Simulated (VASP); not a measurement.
# Lu (Fd-3m) in VASP: notebook, part 2 of 2

VASP 6.6.1.

## 3. Single point, LDA

File INCAR:

```
ALGO = Normal
EDIFF = 1E-6
ENCUT = 520
GGA = CA
ISIF = 2
ISMEAR = -1
LASPH = T
LCHARG = F
LREAL = F
LWAVE = F
NBANDS = 32
NELM = 100
PREC = Accurate
SIGMA = 0.08
```

File KPOINTS:

```
k-points
0
Gamma
  14 14 14
```

File POSCAR:

```
Lu
1.0
    0.0000000000      2.2979360607      2.2979360607
    2.2979360607      0.0000000000      2.2979360607
    2.2979360607      2.2979360607      0.0000000000
Lu
2
Direct
   -0.1250000000     -0.1250000000     -0.1250000000
    0.1250000000      0.1250000000      0.1250000000
```

Potentials or basis: VASP PAW PBE potentials, release 64 (Lu).

Command:

```
$ cat potpaw_PBE.64/Lu/POTCAR > POTCAR
$ mpirun -np 1 vasp_std > vasp.out
```

OUTCAR:

```text
EDIFF = 1E-6
   ENCUT = 520
   GGA = CA
   ISIF = 2
   ISMEAR = -1
   LASPH = T
   LREAL = F
   NELM = 100
   PREC = Accurate

 ion  position               nearest neighbor table
   1  0.875  0.875  0.875-   2 1.99   2 1.99   2 1.99   2 1.99   2 3.81   2 3.81   2 3.81   2 3.81
                             2 3.81   2 3.81   2 3.81   2 3.81   2 3.81   2 3.81   2 3.81   2 3.81
   2  0.125  0.125  0.125-   1 1.99   1 1.99   1 1.99   1 1.99   1 3.81   1 3.81   1 3.81   1 3.81
                             1 3.81   1 3.81   1 3.81   1 3.81   1 3.81   1 3.81   1 3.81   1 3.81

  LATTYP: Found a face centered cubic cell.
 ALAT       =     4.5958721214

  Lattice vectors:

 A1 = (   0.0000000000,   2.2979360607,   2.2979360607)
 A2 = (   2.2979360607,   0.0000000000,   2.2979360607)
 A3 = (   2.2979360607,   2.2979360607,   0.0000000000)

Analysis of symmetry for initial positions (statically):
=====================================================================
 Subroutine PRICEL returns:
 Original cell was already a primitive cell.

 Routine SETGRP: Setting up the symmetry group for a
 face centered cubic supercell.

 Subroutine GETGRP returns: Found 48 space group operations
 (whereof 12 operations were pure point group operations)
 out of a pool of 48 trial point group operations.

The static configuration has the point symmetry D_3d.
 The point group associated with its full space group is O_h .

Analysis of symmetry for dynamics (positions and initial velocities):
=====================================================================
 Subroutine PRICEL returns:
 Original cell was already a primitive cell.

 Routine SETGRP: Setting up the symmetry group for a
 face centered cubic supercell.

 Subroutine GETGRP returns: Found 48 space group operations
 (whereof 12 operations were pure point group operations)
 out of a pool of 48 trial point group operations.

The dynamic configuration has the point symmetry D_3d.
[... 115 lines left out ...]
   ISMEAR =    -1;   SIGMA  =   0.08  broadening in eV -4-tet -1-fermi 0-gaus
   EFERMI_NEDOS =   21; number of points for ismear=-14 and -15
   IALGO  =     38    algorithm
   IMIX   =      4    mixing-type and parameters
     AMIX     =   0.40;   BMIX     =  1.00
     AMIX_MAG =   1.60;   BMIX_MAG =  1.00
  volume/ion in A,a.u.               =      12.13        81.89
  Fermi-wavevector in a.u.,A,eV,Ry     =   2.083132  3.936550 59.041679  4.339441
  Thomas-Fermi vector in A             =   3.077601
   LORBIT       =      0    0 simple, 1 ext, 2 COOP (PROOUT), +10 PAW based schemes
   GGA     = CA    functional components
   LHFCALC =     F    Hartree Fock is set to
   AEXX    =    0.0000 exact exchange contribution
   IVDW    =     0    specifies the selected vdW correction
   LEPSILON=     F    determine dielectric tensor
   LRPA    =     F    only Hartree local field effects (RPA)
 non-spin polarized calculation
  energy-cutoff  :      520.00
  volume of cell :       24.27
 maximum number of plane-waves:       666
   NGX = 13   NGY = 13   NGZ = 13

 number of electron      50.0000021 magnetization

 Free energy of the ion-electron system (eV)
  ---------------------------------------------------
  ext. energy  EPLUGINS =         0.00000000
  ---------------------------------------------------
  free energy    TOTEN  =         7.11668334 eV

  energy without entropy =        7.12783381  energy(sigma->0) =        7.12225858

 E-fermi :   6.6156     XC(G=0): -16.0213

 val. band max:        6.5762599828   @ k =   0.5000   0.0000   0.0000
 cond. band min:       6.6587623546   @ k =   0.5000   0.4286   0.0000
 fundamental gap:      0.0825023718
 Fermi energy:         6.6155935646

 k-point     1 :       0.0000    0.0000    0.0000
  band No.  band energies     occupation
      1     -53.9037      2.00000
      2     -47.7965      2.00000
      3     -25.3188      2.00000
      4     -25.3188      2.00000
      5     -25.3188      2.00000
      6     -19.6505      2.00000
[... 829 lines left out ...]
     31      14.1635      0.00000
     32      19.8928      0.00000

 [... further k-points ...]

------------------------ aborting loop because EDIFF is reached ----------------------------------------

  FORCE on cell =-STRESS in cart. coord.  units (eV):
  Direction    XX          YY          ZZ          XY          YZ          ZX
  --------------------------------------------------------------------------------------
  -------------------------------------------------------------------------------------
  Total       48.1217935     48.1217935     48.1217935     -0.0000000      0.0000000      0.0000000
  in kB     3176.9367653   3176.9367653   3176.9367653     -0.0000000      0.0000000      0.0000000
  external PRESSURE =    3176.9367653 kB  Pullay stress =       0.0000000 kB

 VOLUME and BASIS-vectors are now :
 -----------------------------------------------------------------------------
  energy-cutoff  :      520.00
  volume of cell :       24.27
      direct lattice vectors                 reciprocal lattice vectors
     0.000000000  2.297936061  2.297936061    -0.217586559  0.217586559  0.217586559
     2.297936061  0.000000000  2.297936061     0.217586559 -0.217586559  0.217586559
     2.297936061  2.297936061  0.000000000     0.217586559  0.217586559 -0.217586559

 POSITION                                       TOTAL-FORCE (eV/Angst)
 -----------------------------------------------------------------------------------
      4.02139      4.02139      4.02139        -0.000000      0.000000      0.000000
      0.57448      0.57448      0.57448         0.000000     -0.000000     -0.000000
 -----------------------------------------------------------------------------------
    total drift:                                0.000000      0.000000      0.000000

  FREE ENERGIE OF THE ION-ELECTRON SYSTEM (eV)
  ---------------------------------------------------
  free  energy   TOTEN  =         7.1166833436 eV

  energy  without entropy=        7.1278338078  energy(sigma->0) =        7.12225858
```

OSZICAR:

```text
N       E                     dE             d eps       ncg     rms          rms(c)
DAV:   1     0.208198321622E+03    0.20820E+03   -0.17207E+04  9712   0.481E+03
DAV:   2     0.296912412179E+02   -0.17851E+03   -0.17037E+03  7144   0.560E+02
DAV:   3     0.784568907048E+01   -0.21846E+02   -0.21560E+02  7864   0.126E+02
DAV:   4     0.619092142165E+01   -0.16548E+01   -0.16331E+01  9816   0.286E+01
DAV:   5     0.614581973640E+01   -0.45102E-01   -0.45083E-01  8400   0.491E+00    0.515E+01
DAV:   6     0.703887110735E+01    0.89305E+00   -0.19705E+00 10336   0.503E+01    0.292E+01
DAV:   7     0.714014091819E+01    0.10127E+00   -0.89382E-01 11568   0.145E+01    0.479E+00
DAV:   8     0.711730933785E+01   -0.22832E-01   -0.11037E-01 11464   0.741E+00    0.117E+00
DAV:   9     0.711665825015E+01   -0.65109E-03   -0.23942E-02  9128   0.162E+00    0.106E-01
DAV:  10     0.711666842364E+01    0.10173E-04   -0.92107E-04 11392   0.431E-01    0.290E-02
DAV:  11     0.711668813819E+01    0.19715E-04   -0.22064E-04 11272   0.130E-01    0.117E-02
DAV:  12     0.711668329418E+01   -0.48440E-05   -0.28929E-05  9584   0.541E-02    0.711E-03
DAV:  13     0.711668334361E+01    0.49427E-07   -0.13091E-06  6376   0.120E-02
   1 F= 0.71166833E+01 E0= 0.71222586E+01  d E =-.111505E-01
```

stdout:

```text
POSCAR found type information on POSCAR Lu
 POSCAR found :  1 types and       2 ions
 scaLAPACK will be used
 -----------------------------------------------------------------------------
|                                                                             |
|                                                                             |
|     You enforced a specific xc type in the INCAR file but a different       |
|     I HOPE YOU KNOW WHAT YOU ARE DOING!                                     |
|                                                                             |
 -----------------------------------------------------------------------------

 LDA part: xc-table for (Slater(with rela. corr.)+CA(PZ))
 , standard interpolation
 POSCAR, INCAR and KPOINTS ok, starting setup
 FFT: planning ... GRIDC
 FFT: planning ... GRID_SOFT
 FFT: planning ... GRID
 WAVECAR not read
 entering main loop
```

It took 40 s on 1 thread of Intel Xeon Platinum 8488C (Sapphire Rapids), shared host; peak memory 0.18 GiB.

What came out:

```yaml
Free_energy: 7.1167 eV
Pressure: 317.7 GPa
Band_gap_on_the_k_mesh: zero (band 25 reaches 7.30 eV, above the bottom of band 26 at 5.41 eV)
```

Levels at points of the mesh, in eV from the Fermi level:
```
           k point  band 21  band 22  band 23  band 24  band 25  band 26  band 27  band 28  band 29  band 30
(0.00, 0.00, 0.00)    -6.17    -6.17    -5.79    -3.74    -3.74     1.64     1.64     1.64     8.71     8.71
(0.50, 0.00, 0.00)    -6.27    -6.20    -2.81    -2.31    -2.31    -1.20    -0.04    -0.04     6.42    11.06
(0.50, 0.50, 0.00)    -6.24    -6.24    -4.94    -4.94     0.28     0.28     3.92     3.92     7.02     7.02
```

Caveat: the PAW data sets were made with another functional, which shifts forces and pressure a little; spin-orbit coupling is left out, which moves the levels of the heavy elements.
